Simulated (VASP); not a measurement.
# V (P6_3/mmc) in VASP: a series of runs

V is run at these levels: PBE; tasks: single point.

Program: VASP 6.6.1. These are calculated values, not measurements. Logs are shortened: lines on timing, memory, paths and dates and some standing lists are left out, and cuts for length are marked.

**1. The cell of the first run**

It takes space group P6_3/mmc (No. 194, hexagonal). The conventional cell has a = 2.638 Å, b = 2.638 Å, c = 4.734 Å, α = 90.00°, β = 90.00°, γ = 120.00°. Within 3.5 Å of V (site symmetry -6m2) lie 12 V at 2.64 to 2.81 Å.

This isn't the form of V at room conditions, which is bcc.

**2. Single point, PBE, collinear spin, ferromagnetic start (14.27 Å³/atom)**

INCAR reads:

```
SYSTEM = V
  PREC = Accurate
  ENCUT = 520
  EDIFF = 1E-6
  ISMEAR = -1
  SIGMA = 0.08
  LREAL = .False.
  LASPH = .True.
  NELM = 150
  ALGO = Normal
  ISIF = 2
  LWAVE = .False.
  LCHARG = .True.
  ISPIN = 2
  MAGMOM = 1.5 1.5
  LORBIT = 11
  LMAXMIX = 4
  GGA = PE
  LELF = .True.
  LVHAR = .True.
  NBANDS = 24
```

KPOINTS reads:

```
regular mesh
0
Gamma
  18 18 10
  0 0 0
```

POSCAR reads:

```
V
1.0
    2.6383902917      0.0000000000      0.0000000000
   -1.3191951459      2.2849130177      0.0000000000
    0.0000000000      0.0000000000      4.7343217736
V
2
Direct
    0.3333333333      0.6666666667      0.2500000000
    0.6666666667      0.3333333333      0.7500000000
```

Potentials or basis: VASP PAW PBE potentials, release 64 (V_sv).

Launch:

```sh
> cat potpaw_PBE.64/V_sv/POTCAR > POTCAR
> mpirun -np 1 vasp_std > vasp.out
```

OUTCAR:

```text
SYSTEM = V
   PREC = Accurate
   ENCUT = 520
   EDIFF = 1E-6
   ISMEAR = -1
   LREAL = .False.
   LASPH = .True.
   NELM = 150
   ISIF = 2
   ISPIN = 2
   LORBIT = 11
   GGA = PE

 ion  position               nearest neighbor table
   1  0.333  0.667  0.250-   2 2.81   2 2.81   2 2.81   2 2.81   2 2.81   2 2.81
   2  0.667  0.333  0.750-   1 2.81   1 2.81   1 2.81   1 2.81   1 2.81   1 2.81

  LATTYP: Found a hexagonal cell.
 ALAT       =     2.6383902917
 C/A-ratio  =     1.7943978146

  Lattice vectors:

 A1 = (   2.6383902917,   0.0000000000,   0.0000000000)
 A2 = (  -1.3191951459,   2.2849130177,   0.0000000000)
 A3 = (   0.0000000000,   0.0000000000,   4.7343217736)

Analysis of symmetry for initial positions (statically):
=====================================================================
 Subroutine PRICEL returns:
 Original cell was already a primitive cell.

 Routine SETGRP: Setting up the symmetry group for a
 hexagonal supercell.

 Subroutine GETGRP returns: Found 24 space group operations
 (whereof 12 operations were pure point group operations)
 out of a pool of 24 trial point group operations.

The static configuration has the point symmetry D_3d.
 The point group associated with its full space group is D_6h.

Analysis of symmetry for dynamics (positions and initial velocities):
=====================================================================
 Subroutine PRICEL returns:
 Original cell was already a primitive cell.

 Routine SETGRP: Setting up the symmetry group for a
 hexagonal supercell.

 Subroutine GETGRP returns: Found 24 space group operations
 (whereof 12 operations were pure point group operations)
 out of a pool of 24 trial point group operations.

The dynamic configuration has the point symmetry D_3d.
 The point group associated with its full space group is D_6h.

Analysis of structural, dynamic, and magnetic symmetry:
=====================================================================
 Subroutine PRICEL returns:
 Original cell was already a primitive cell.

 Routine SETGRP: Setting up the symmetry group for a
 hexagonal supercell.

 Subroutine GETGRP returns: Found 24 space group operations
 (whereof 12 operations were pure point group operations)
 out of a pool of 24 trial point group operations.

The overall configuration has the point symmetry D_3d.
 The point group associated with its full space group is D_6h.

 Subroutine INISYM returns: Found 24 space group operations
 (whereof 12 operations are pure point group operations),
 and found     1 'primitive' translations

----------------------------------------------------------------------------------------

                                     Primitive cell

  volume of cell :      28.5408

  direct lattice vectors                    reciprocal lattice vectors
     2.638390292  0.000000000  0.000000000     0.379018981  0.218826711  0.000000000
    -1.319195146  2.284913018  0.000000000     0.000000000  0.437653421  0.000000000
     0.000000000  0.000000000  4.734321774     0.000000000  0.000000000  0.211223497

  length of vectors
     2.638390292  2.638390292  4.734321774     0.437653421  0.437653421  0.211223497

  position of ions in fractional coordinates (direct lattice)
     0.333333333  0.666666667  0.250000000
     0.666666667  0.333333333  0.750000000

  ion indices of the primitive-cell ions
   primitive index   ion index
                 1           1
                 2           2

----------------------------------------------------------------------------------------

 KPOINTS: regular mesh

Automatic generation of k-mesh.
 Grid dimensions read from file:
 generate k-points for:   18   18   10

 Generating k-lattice:

  Cartesian coordinates                     Fractional coordinates (reciprocal lattice)
     0.021056610  0.012157039  0.000000000     0.055555556 -0.000000000  0.000000000
     0.000000000  0.024314079  0.000000000     0.000000000  0.055555556  0.000000000
     0.000000000  0.000000000  0.021122350     0.000000000  0.000000000  0.100000000

  Length of vectors
     0.024314079  0.024314079  0.021122350

  Shift w.r.t. Gamma in fractional coordinates (k-lattice)
     0.000000000  0.000000000  0.000000000

 Subroutine IBZKPT returns following result:
 ===========================================

 Found    222 irreducible k-points:

 Following reciprocal coordinates:
            Coordinates               Weight
  0.000000  0.000000  0.000000      1.000000
  0.055556  0.000000  0.000000      6.000000
  0.111111  0.000000  0.000000      6.000000
  0.166667  0.000000  0.000000      6.000000
  0.222222  0.000000  0.000000      6.000000
  0.277778 -0.000000  0.000000      6.000000
[... 16 lines left out ...]
  0.333333  0.111111  0.000000     12.000000
  0.388889  0.111111  0.000000     12.000000
 [... further k-points ...]
   k-points           NKPTS =    222   k-points in BZ     NKDIM =    222   number of bands    NBANDS=     24
   number of dos      NEDOS =    301   number of ions     NIONS =      2
   total plane-waves  NPLWV =  14400
   dimension x,y,z NGX =    20 NGY =   20 NGZ =   36
   dimension x,y,z NGXF=    40 NGYF=   40 NGZF=   72
   ions per type =               2
   NGX,Y,Z   is equivalent  to a cutoff of  12.60, 12.60, 12.64 a.u.
   NGXF,Y,Z  is equivalent  to a cutoff of  25.20, 25.20, 25.28 a.u.
 SYSTEM =  V
   PREC   = accura    normal or accurate (medium, high low for compatibility)
   ISTART =      0    job   : 0-new  1-cont  2-samecut
   ICHARG =      2    charge: 1-file 2-atom 10-const
   ISPIN  =      2    spin polarized calculation?
   LNONCOLLINEAR =      F non collinear calculations
   LSORBIT =      F    spin-orbit coupling
   LASPH  =      T    aspherical Exc in radial PAW
   ENCUT  =  520.0 eV  38.22 Ry    6.18 a.u.   4.91  4.91  8.80*2*pi/ulx,y,z
   NELM   =    150;   NELMIN=  2; NELMDL= -5     # of ELM steps
   EDIFF  = 0.1E-05   stopping-criterion for ELM
   LREAL  =      F    real-space projection
   EDIFFG = 0.1E-04   stopping-criterion for IOM
   NSW    =      0    number of steps for IOM
   IBRION =     -1    ionic relax: 0-MD 1-quasi-New 2-CG
   NFREE  =      0    steps in history (QN), initial steepest desc. (CG)
   ISIF   =      2    stress and relaxation
   ISYM   =      2    0-nonsym 1-usesym 2-fastsym
   POTIM  = 0.5000    time-step for ionic-motion
   TEBEG  =    0.0;   TEEND  =   0.0 temperature during run
   PSTRESS=    0.0 pullay stress
   NELECT =      26.0000    total number of electrons
   NUPDOWN=      -1.0000    fix difference up-down
   EMIN   =  10.00;   EMAX   =-10.00  energy-range for DOS
   EFERMI =   0.00;   METHOD = LEGACY
   ISMEAR =    -1;   SIGMA  =   0.08  broadening in eV -4-tet -1-fermi 0-gaus
   EFERMI_NEDOS =   21; number of points for ismear=-14 and -15
   IALGO  =     38    algorithm
   IMIX   =      4    mixing-type and parameters
     AMIX     =   0.40;   BMIX     =  1.00
     AMIX_MAG =   1.60;   BMIX_MAG =  1.00
  volume/ion in A,a.u.               =      14.27        96.30
  Fermi-wavevector in a.u.,A,eV,Ry     =   1.587001  2.998996 34.267242  2.518571
  Thomas-Fermi vector in A             =   2.686225
   LORBIT       =     11    0 simple, 1 ext, 2 COOP (PROOUT), +10 PAW based schemes
   GGA     = PE    functional components
   LHFCALC =     F    Hartree Fock is set to
   AEXX    =    0.0000 exact exchange contribution
   IVDW    =     0    specifies the selected vdW correction
   LEPSILON=     F    determine dielectric tensor
   LRPA    =     F    only Hartree local field effects (RPA)
 spin polarized calculation
  energy-cutoff  :      520.00
  volume of cell :       28.54
 maximum number of plane-waves:       792
 NGX is ok and might be reduce to    20
   NGX =  9   NGY =  9   NGZ = 17

 number of electron      26.0000005 magnetization       0.0004934

 Free energy of the ion-electron system (eV)
  ---------------------------------------------------
  ext. energy  EPLUGINS =         0.00000000
  ---------------------------------------------------
  free energy    TOTEN  =       -17.50432237 eV

  energy without entropy =      -17.42603452  energy(sigma->0) =      -17.46517845

 E-fermi :   9.3512     XC(G=0): -12.5786

 val. band max:        9.3505207092   @ k =   0.4444   0.1111   0.3000
 cond. band min:       9.3528332163   @ k =   0.3333   0.1111   0.3000
 fundamental gap:      0.0023125071
 Fermi energy:         9.3511583624

 spin component 1

 k-point     1 :       0.0000    0.0000    0.0000
  band No.  band energies     occupation
      1     -54.7055      1.00000
      2     -54.6063      1.00000
      3     -28.7837      1.00000
      4     -28.1923      1.00000
      5     -28.0916      1.00000
      6     -28.0916      1.00000
[... 16 lines left out ...]
     23      27.2203      0.00000
     24      29.4550      0.00000
[... 598 lines left out ...]
      2     -54.5005      1.00000
      3     -28.8085      1.00000
      4     -28.7290      1.00000
      5     -28.4656      1.00000
      6     -28.3354      1.00000
[... 16 lines left out ...]
     23      22.4022      0.00000
     24      22.4677      0.00000

 [... further k-points ...]

 spin component 2

 k-point     1 :       0.0000    0.0000    0.0000
  band No.  band energies     occupation
      1     -54.7054      1.00000
      2     -54.6061      1.00000
      3     -28.7835      1.00000
      4     -28.1922      1.00000
      5     -28.0914      1.00000
      6     -28.0914      1.00000
[... 16 lines left out ...]
     23      27.2204      0.00000
     24      29.4551      0.00000
[... 598 lines left out ...]
      2     -54.5004      1.00000
      3     -28.8083      1.00000
      4     -28.7289      1.00000
      5     -28.4655      1.00000
      6     -28.3353      1.00000
[... 16 lines left out ...]
     23      22.4024      0.00000
     24      22.4678      0.00000

 [... further k-points ...]

------------------------ aborting loop because EDIFF is reached ----------------------------------------

  FORCE on cell =-STRESS in cart. coord.  units (eV):
  Direction    XX          YY          ZZ          XY          YZ          ZX
  --------------------------------------------------------------------------------------
  -------------------------------------------------------------------------------------
  Total       -0.8244602     -0.8244602     -0.8130028      0.0000000     -0.0000000      0.0000000
  in kB      -46.2821781    -46.2821781    -45.6390014      0.0000000     -0.0000000      0.0000000
  external PRESSURE =     -46.0677859 kB  Pullay stress =       0.0000000 kB

 VOLUME and BASIS-vectors are now :
 -----------------------------------------------------------------------------
  energy-cutoff  :      520.00
  volume of cell :       28.54
      direct lattice vectors                 reciprocal lattice vectors
     2.638390292  0.000000000  0.000000000     0.379018981  0.218826711  0.000000000
    -1.319195146  2.284913018  0.000000000     0.000000000  0.437653421  0.000000000
     0.000000000  0.000000000  4.734321774     0.000000000  0.000000000  0.211223497

 POSITION                                       TOTAL-FORCE (eV/Angst)
 -----------------------------------------------------------------------------------
     -0.00000      1.52328      1.18358         0.000000     -0.000000      0.000000
      1.31920      0.76164      3.55074        -0.000000      0.000000      0.000000
 -----------------------------------------------------------------------------------
    total drift:                                0.000000     -0.000000      0.000000

  FREE ENERGIE OF THE ION-ELECTRON SYSTEM (eV)
  ---------------------------------------------------
  free  energy   TOTEN  =       -17.5043223736 eV

  energy  without entropy=      -17.4260345233  energy(sigma->0) =      -17.46517845

 total charge

# of ion       s       p       d       tot
------------------------------------------
    1        2.335   6.202   3.042  11.578
    2        2.335   6.202   3.042  11.578
--------------------------------------------------
tot          4.669  12.403   6.083  23.156

 magnetization (x)

# of ion       s       p       d       tot
------------------------------------------
    1        0.000   0.000   0.000   0.000
    2        0.000   0.000   0.000   0.000
--------------------------------------------------
tot          0.000   0.000   0.000   0.000
```

Wall time 2 min (1 thread of Intel Xeon 6975P-C (Granite Rapids), shared host); peak memory 0.3 GiB.

What came out:

```yaml
Free_energy: -17.5043 eV
Pressure: -4.6 GPa
Band_gap_on_the_k_mesh: zero (filled and empty bands overlap)
Net_moment: 0.00 μB per cell
Valence_electrons_inside_the_program's_atomic_spheres: V 11.58
```

Levels at points of the mesh, in eV from the Fermi level:
Spin up:
```
           k point  band 11  band 12  band 13  band 14  band 15  band 16
(0.00, 0.00, 0.00)    -0.49    -0.19     0.31     0.31     0.63     0.63
(0.50, 0.00, 0.00)    -2.58    -0.30    -0.27     0.30     0.56     2.86
(0.00, 0.00, 0.50)    -0.94    -0.94     0.34     0.34     0.34     0.34
(0.50, 0.00, 0.50)    -1.70    -1.70     1.52     1.52     1.57     1.57
```
Spin down:
| k point | band 9 | band 10 | band 11 | band 12 | band 13 | band 14 | band 15 | band 16 | band 17 | band 18 |
| --- | --- | --- | --- | --- | --- | --- | --- | --- | --- | --- |
| (0.00, 0.00, 0.00) | -6.78 | -3.35 | -0.49 | -0.19 | 0.31 | 0.31 | 0.63 | 0.63 | 1.72 | 1.72 |
| (0.50, 0.00, 0.00) | -2.82 | -2.78 | -2.58 | -0.30 | -0.27 | 0.30 | 0.56 | 2.86 | 3.33 | 3.44 |
| (0.00, 0.00, 0.50) | -5.03 | -5.03 | -0.94 | -0.94 | 0.34 | 0.34 | 0.34 | 0.34 | 2.39 | 2.39 |
| (0.50, 0.00, 0.50) | -3.14 | -3.14 | -1.70 | -1.70 | 1.52 | 1.52 | 1.57 | 1.57 | 3.39 | 3.39 |

Caveat: the cell stands under tension; the moments typed at the start vanished in this run.

(Continued in part 2 of 2.)
